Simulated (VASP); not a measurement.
# KI (I4/mmm) in VASP: further runs

Runs on KI. Level: PBE. Tasks: single point.

All numbers are computed with VASP 6.6.1; they aren't measurements. Logs are shortened: lines on timing, memory, paths and dates and some standing lists are left out, and cuts for length are marked.

## Step 1: The cell of the first run

Symmetry: I4/mmm, No. 139, tetragonal system. The conventional cell has a = 5.184 Å, b = 5.184 Å, c = 6.485 Å, α = 90.00°, β = 90.00°, γ = 90.00°. Within 4.3 Å of K (site symmetry 4/mmm) lie 6 I at 3.24 to 3.67 Å. Within 4.3 Å of I (site symmetry 4/mmm) lie 6 K at 3.24 to 3.67 Å.

## Step 2: Single point, PBE (strain +0.040 along x and y, -0.080 along z)

Contents of INCAR:

```
ALGO = Normal ; EDIFF = 1E-7
ENCUT = 520 ; GGA = PE
ISIF = 2 ; ISMEAR = 0
LASPH = T ; LCHARG = T
LELF = T ; LREAL = F
LVHAR = T ; LWAVE = F
NBANDS = 15 ; NELM = 100
PREC = Accurate ; SIGMA = 0.05
```

Contents of KPOINTS:

```
k-points
0
Gamma
  6 6 6
```

Contents of POSCAR:

```
KI
1.0
    0.0000000000      3.6655320000      3.2425860000
    3.6655320000      0.0000000000      3.2425860000
    3.6655320000      3.6655320000      0.0000000000
K I
1 1
Direct
    0.0000000000      0.0000000000      0.0000000000
    0.5000000000      0.5000000000      0.5000000000
```

Potentials or basis: VASP PAW PBE potentials, release 64 (K_sv, I).

Launch:

```
$ cat potpaw_PBE.64/K_sv/POTCAR potpaw_PBE.64/I/POTCAR > POTCAR
$ mpirun -np 1 vasp_std > vasp.out
```

OUTCAR:

```text
EDIFF = 1E-7
   ENCUT = 520
   GGA = PE
   ISIF = 2
   ISMEAR = 0
   LASPH = T
   LREAL = F
   NELM = 100
   PREC = Accurate

 ion  position               nearest neighbor table
   1  0.000  0.000  0.000-   2 3.24   2 3.24   2 3.67   2 3.67   2 3.67   2 3.67
   2  0.500  0.500  0.500-   1 3.24   1 3.24   1 3.67   1 3.67   1 3.67   1 3.67

  LATTYP: Found a body centered tetragonal cell.
 ALAT       =     5.1838450677
 C/A-ratio  =     1.2510350744

  Lattice vectors:

 A1 = (   0.0000000000,  -3.6655320000,  -3.2425860000)
 A2 = (   0.0000000000,   3.6655320000,  -3.2425860000)
 A3 = (   3.6655320000,   0.0000000000,   3.2425860000)

Analysis of symmetry for initial positions (statically):
=====================================================================
 Subroutine PRICEL returns:
 Original cell was already a primitive cell.

 Routine SETGRP: Setting up the symmetry group for a
 body centered tetragonal supercell.

 Subroutine GETGRP returns: Found 16 space group operations
 (whereof 16 operations were pure point group operations)
 out of a pool of 16 trial point group operations.

The static configuration has the point symmetry D_4h.

Analysis of symmetry for dynamics (positions and initial velocities):
=====================================================================
 Subroutine PRICEL returns:
 Original cell was already a primitive cell.

 Routine SETGRP: Setting up the symmetry group for a
 body centered tetragonal supercell.

 Subroutine GETGRP returns: Found 16 space group operations
 (whereof 16 operations were pure point group operations)
 out of a pool of 16 trial point group operations.

The dynamic configuration has the point symmetry D_4h.

 Subroutine INISYM returns: Found 16 space group operations
 (whereof 16 operations are pure point group operations),
 and found     1 'primitive' translations

----------------------------------------------------------------------------------------

                                     Primitive cell

  volume of cell :      87.1356

  direct lattice vectors                    reciprocal lattice vectors
     0.000000000  3.665532000  3.242586000    -0.136405848  0.136405848  0.154197915
     3.665532000  0.000000000  3.242586000     0.136405848 -0.136405848  0.154197915
     3.665532000  3.665532000  0.000000000     0.136405848  0.136405848 -0.154197915

  length of vectors
     4.893923662  4.893923662  5.183845068     0.246961753  0.246961753  0.246961753

  position of ions in fractional coordinates (direct lattice)
     0.000000000  0.000000000  0.000000000
     0.500000000  0.500000000  0.500000000

  ion indices of the primitive-cell ions
   primitive index   ion index
                 1           1
                 2           2

----------------------------------------------------------------------------------------

 KPOINTS: k-points

Automatic generation of k-mesh.
 Grid dimensions read from file:
 generate k-points for:    6    6    6

 Generating k-lattice:

  Cartesian coordinates                     Fractional coordinates (reciprocal lattice)
    -0.022734308  0.022734308  0.025699652     0.166666667  0.000000000  0.000000000
     0.022734308 -0.022734308  0.025699652     0.000000000  0.166666667  0.000000000
     0.022734308  0.022734308 -0.025699652     0.000000000  0.000000000  0.166666667

  Length of vectors
     0.041160292  0.041160292  0.041160292

  Shift w.r.t. Gamma in fractional coordinates (k-lattice)
     0.000000000  0.000000000  0.000000000

 Subroutine IBZKPT returns following result:
 ===========================================

 Found     30 irreducible k-points:

 Following reciprocal coordinates:
            Coordinates               Weight
  0.000000  0.000000  0.000000      1.000000
  0.166667  0.000000  0.000000      8.000000
  0.333333  0.000000  0.000000      8.000000
  0.500000  0.000000  0.000000      4.000000
  0.166667  0.166667  0.000000      2.000000
  0.333333  0.166667  0.000000      8.000000
[... 16 lines left out ...]
  0.333333  0.000000  0.333333      4.000000
  0.500000  0.000000  0.333333     16.000000
 [... further k-points ...]
   k-points           NKPTS =     30   k-points in BZ     NKDIM =     30   number of bands    NBANDS=     15
   number of dos      NEDOS =    301   number of ions     NIONS =      2
   total plane-waves  NPLWV =  51840
   dimension x,y,z NGX =    36 NGY =   36 NGZ =   40
   dimension x,y,z NGXF=    72 NGYF=   72 NGZF=   80
   ions per type =               1   1
   NGX,Y,Z   is equivalent  to a cutoff of  12.23, 12.23, 12.83 a.u.
   NGXF,Y,Z  is equivalent  to a cutoff of  24.46, 24.46, 25.66 a.u.
 SYSTEM =  unknown system
   PREC   = accura    normal or accurate (medium, high low for compatibility)
   ISTART =      0    job   : 0-new  1-cont  2-samecut
   ICHARG =      2    charge: 1-file 2-atom 10-const
   ISPIN  =      1    spin polarized calculation?
   LNONCOLLINEAR =      F non collinear calculations
   LSORBIT =      F    spin-orbit coupling
   LASPH  =      T    aspherical Exc in radial PAW
   ENCUT  =  520.0 eV  38.22 Ry    6.18 a.u.   9.10  9.10  9.64*2*pi/ulx,y,z
   NELM   =    100;   NELMIN=  2; NELMDL= -5     # of ELM steps
   EDIFF  = 0.1E-06   stopping-criterion for ELM
   LREAL  =      F    real-space projection
   EDIFFG = 0.1E-05   stopping-criterion for IOM
   NSW    =      0    number of steps for IOM
   IBRION =     -1    ionic relax: 0-MD 1-quasi-New 2-CG
   NFREE  =      0    steps in history (QN), initial steepest desc. (CG)
   ISIF   =      2    stress and relaxation
   ISYM   =      2    0-nonsym 1-usesym 2-fastsym
   POTIM  = 0.5000    time-step for ionic-motion
   TEBEG  =    0.0;   TEEND  =   0.0 temperature during run
   PSTRESS=    0.0 pullay stress
   NELECT =      16.0000    total number of electrons
   NUPDOWN=      -1.0000    fix difference up-down
   EMIN   =  10.00;   EMAX   =-10.00  energy-range for DOS
   EFERMI =   0.00;   METHOD = LEGACY
   ISMEAR =     0;   SIGMA  =   0.05  broadening in eV -4-tet -1-fermi 0-gaus
   EFERMI_NEDOS =   21; number of points for ismear=-14 and -15
   IALGO  =     38    algorithm
   IMIX   =      4    mixing-type and parameters
     AMIX     =   0.40;   BMIX     =  1.00
     AMIX_MAG =   1.60;   BMIX_MAG =  1.00
  volume/ion in A,a.u.               =      43.57       294.01
  Fermi-wavevector in a.u.,A,eV,Ry     =   0.930500  1.758390 11.780332  0.865830
  Thomas-Fermi vector in A             =   2.056895
   LORBIT       =      0    0 simple, 1 ext, 2 COOP (PROOUT), +10 PAW based schemes
   GGA     = PE    functional components
   LHFCALC =     F    Hartree Fock is set to
   AEXX    =    0.0000 exact exchange contribution
   IVDW    =     0    specifies the selected vdW correction
   LEPSILON=     F    determine dielectric tensor
   LRPA    =     F    only Hartree local field effects (RPA)
 non-spin polarized calculation
 Gauss-broadening in eV      SIGMA  =   0.05
  energy-cutoff  :      520.00
  volume of cell :       87.14
 maximum number of plane-waves:      2389
   NGX = 19   NGY = 19   NGZ = 19

 number of electron      15.9999999 magnetization

 Free energy of the ion-electron system (eV)
  ---------------------------------------------------
  ext. energy  EPLUGINS =         0.00000000
  ---------------------------------------------------
  free energy    TOTEN  =        -5.45867198 eV

  energy without entropy =       -5.45867198  energy(sigma->0) =       -5.45867198

 E-fermi :  -0.0217     XC(G=0):  -7.2045

 val. band max:       -0.3106443162   @ k =   0.0000   0.0000   0.0000
 cond. band min:       3.6044274502   @ k =   0.0000   0.0000   0.0000
 fundamental gap:      3.9150717663
 Fermi energy:        -0.0217062238

 k-point     1 :       0.0000    0.0000    0.0000
  band No.  band energies     occupation
      1     -28.8048      2.00000
      2     -12.3226      2.00000
      3     -12.2967      2.00000
      4     -12.2967      2.00000
      5     -10.8909      2.00000
      6      -0.3638      2.00000
      7      -0.3638      2.00000
      8      -0.3106      2.00000
      9       3.6044      0.00000
     10       5.9253      0.00000
     11       5.9253      0.00000
     12       6.5983      0.00000
     13       6.6720      0.00000
     14       7.2188      0.00000
     15       9.5214      0.00000

 k-point     2 :       0.1667    0.0000    0.0000
  band No.  band energies     occupation
      1     -28.8042      2.00000
      2     -12.3728      2.00000
      3     -12.3028      2.00000
      4     -12.2990      2.00000
      5     -10.7941      2.00000
      6      -0.7771      2.00000
      7      -0.4665      2.00000
      8      -0.4321      2.00000
      9       4.2139      0.00000
     10       6.0229      0.00000
     11       6.2395      0.00000
     12       6.7447      0.00000
     13       6.9199      0.00000
     14       7.6049      0.00000
     15      10.3661      0.00000

 k-point     3 :       0.3333    0.0000    0.0000
  band No.  band energies     occupation
      1     -28.8030      2.00000
      2     -12.4688      2.00000
      3     -12.3037      2.00000
      4     -12.3037      2.00000
      5     -10.6134      2.00000
      6      -1.4436      2.00000
      7      -0.6540      2.00000
      8      -0.6174      2.00000
      9       4.9794      0.00000
     10       6.6519      0.00000
     11       6.9076      0.00000
     12       7.3935      0.00000
     13       7.8527      0.00000
     14       8.5378      0.00000
     15       9.1724      0.00000

 k-point     4 :       0.5000    0.0000    0.0000
  band No.  band energies     occupation
      1     -28.8024      2.00000
      2     -12.5115      2.00000
      3     -12.3060      2.00000
      4     -12.3037      2.00000
      5     -10.5273      2.00000
      6      -1.7219      2.00000
      7      -0.7403      2.00000
      8      -0.7037      2.00000
      9       5.1627      0.00000
     10       7.3334      0.00000
     11       7.3915      0.00000
     12       8.3985      0.00000
     13       8.4350      0.00000
     14       8.4614      0.00000
     15       8.7504      0.00000
[... 307 lines left out ...]
 k-point    22 :      -0.3333    0.5000    0.1667
  band No.  band energies     occupation
      1     -28.8012      2.00000
      2     -12.3673      2.00000
      3     -12.3341      2.00000
      4     -12.3294      2.00000
      5     -10.7018      2.00000
      6      -1.1128      2.00000
      7      -1.0251      2.00000
      8      -0.9166      2.00000
      9       5.1477      0.00000
     10       6.1060      0.00000
     11       6.9676      0.00000
     12       8.1898      0.00000
     13       8.3817      0.00000
     14       9.0309      0.00000
     15       9.6556      0.00000

 k-point    23 :       0.3333    0.0000    0.3333
  band No.  band energies     occupation
      1     -28.8028      2.00000
      2     -12.3482      2.00000
      3     -12.3399      2.00000
      4     -12.3032      2.00000
      5     -10.7623      2.00000
      6      -1.3043      2.00000
      7      -0.6022      2.00000
      8      -0.5475      2.00000
      9       4.8624      0.00000
     10       5.3500      0.00000
     11       7.4609      0.00000
     12       7.6970      0.00000
     13       8.0939      0.00000
     14       8.5756      0.00000
     15       9.2969      0.00000

 k-point    24 :       0.5000    0.0000    0.3333
  band No.  band energies     occupation
      1     -28.8022      2.00000
      2     -12.3881      2.00000
      3     -12.3347      2.00000
      4     -12.3082      2.00000
      5     -10.6952      2.00000
      6      -1.3561      2.00000
      7      -0.8654      2.00000
      8      -0.6495      2.00000
      9       5.0372      0.00000
     10       5.9261      0.00000
     11       7.3184      0.00000
     12       7.9333      0.00000
     13       8.4623      0.00000
     14       9.0019      0.00000
     15       9.2524      0.00000

 [... further k-points ...]
[... 5 lines left out ...]
  --------------------------------------------------------------------------------------
  -------------------------------------------------------------------------------------
  Total       -0.0568886     -0.0568886      2.4569206      0.0000000      0.0000000     -0.0000000
  in kB       -1.0460211     -1.0460211     45.1758345      0.0000000      0.0000000     -0.0000000
  external PRESSURE =      14.3612641 kB  Pullay stress =       0.0000000 kB

 VOLUME and BASIS-vectors are now :
 -----------------------------------------------------------------------------
  energy-cutoff  :      520.00
  volume of cell :       87.14
      direct lattice vectors                 reciprocal lattice vectors
     0.000000000  3.665532000  3.242586000    -0.136405848  0.136405848  0.154197915
     3.665532000  0.000000000  3.242586000     0.136405848 -0.136405848  0.154197915
     3.665532000  3.665532000  0.000000000     0.136405848  0.136405848 -0.154197915

 POSITION                                       TOTAL-FORCE (eV/Angst)
 -----------------------------------------------------------------------------------
      0.00000      0.00000      0.00000         0.000000      0.000000      0.000000
      3.66553      3.66553      3.24259         0.000000     -0.000000      0.000000
 -----------------------------------------------------------------------------------
    total drift:                                0.000000      0.000000      0.000000

  FREE ENERGIE OF THE ION-ELECTRON SYSTEM (eV)
  ---------------------------------------------------
  free  energy   TOTEN  =        -5.4586719817 eV

  energy  without entropy=       -5.4586719817  energy(sigma->0) =       -5.45867198
```

Run time: 26 s. Hardware: 1 thread of Intel Xeon Platinum 8488C (Sapphire Rapids), shared host; peak memory 0.23 GiB.

Results:

```
Free energy            : -5.4587 eV
Pressure               : 1.4 GPa
Band gap on the k mesh : 3.92 eV, direct
```

Stress tensor (GPa, compression positive):
```
-0.10  0.00  0.00
 0.00 -0.10  0.00
 0.00  0.00  4.52
```

Levels at points of the mesh, in eV from the valence-band top:
```csv
k point,band 5,band 6,band 7,band 8,band 9,band 10,band 11,band 12
"(0.00, 0.00, 0.00)",-10.58,-0.05,-0.05,0.00,3.92,6.24,6.24,6.91
"(0.50, 0.00, 0.00)",-10.22,-1.41,-0.43,-0.39,5.47,7.64,7.70,8.71
"(0.50, 0.50, 0.00)",-10.41,-0.91,-0.55,-0.55,4.79,5.86,8.31,8.85
"(0.50, 0.00, 0.50)",-10.45,-1.10,-0.37,-0.29,4.94,5.77,7.97,8.60
```

Caveat: the cell differs from its parent crystal (strain +0.040 along x and y, -0.080 along z); spin-orbit coupling is left out, which moves the levels of the heavy elements.

[end of part 1 of 3]
